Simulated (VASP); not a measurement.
## SiC: single point with PBEsol

SiC:

```
CELL_PARAMETERS angstrom
0.00000 2.16031 2.16031
2.16031 0.00000 2.16031
2.16031 2.16031 0.00000
ATOMIC_POSITIONS crystal
Si 0.00118 0.99882 0.00118
C 0.74725 0.75275 0.74725
```

- Program: VASP 6.6.1
- Task: single point
- Functional: PBEsol
- Potentials or basis: VASP PAW PBE potentials, release 64 (Si, C)
- Cutoff: 520 eV
- k mesh: 10 × 10 × 10
- Occupations: gaussian, width 0.05 eV
- Spin: no spin polarisation
- Dipole correction: no
- Further INCAR settings: ALGO = Normal; EDIFF = 1e-06; NBANDS = 11

```json
{
 "Pressure": "6.2 GPa",
 "Largest force": "0.345 eV/Å",
 "Band gap on the k mesh": "1.13 eV, indirect (least direct gap 4.43 eV)"
}
```

Forces in eV/Å, atoms in the order of the input:
```
Si   0.000 -0.345  0.000
C    0.000  0.345  0.000
```

Stress tensor (GPa, compression positive):
```
 6.26  0.00 -1.35
 0.00  6.19  0.00
-1.35  0.00  6.26
```

Levels at points of the mesh, in eV from the valence-band top:
```csv
k point,band 1,band 2,band 3,band 4,band 5,band 6,band 7,band 8
"(0.00, 0.00, 0.00)",-15.71,-0.16,-0.08,0.00,6.41,7.31,7.34,7.38
"(0.50, 0.00, 0.00)",-11.99,-8.86,-1.18,-1.07,5.52,7.12,7.24,9.98
"(0.00, 0.50, 0.00)",-12.02,-8.79,-1.21,-1.10,5.53,7.09,7.21,9.98
"(0.50, 0.50, 0.00)",-10.52,-8.00,-3.34,-3.34,1.13,4.21,14.18,14.18
"(0.50, 0.00, 0.50)",-10.52,-8.00,-3.38,-3.30,1.13,4.21,14.17,14.18
```

Wall time 18 s on 1 thread of AMD EPYC 9R45 96-Core Processor (Zen 5) (shared host), peak memory 0.13 GiB.

Caveat: the PAW data sets were made with another functional, which shifts forces and pressure a little. A k mesh can miss the band edges.
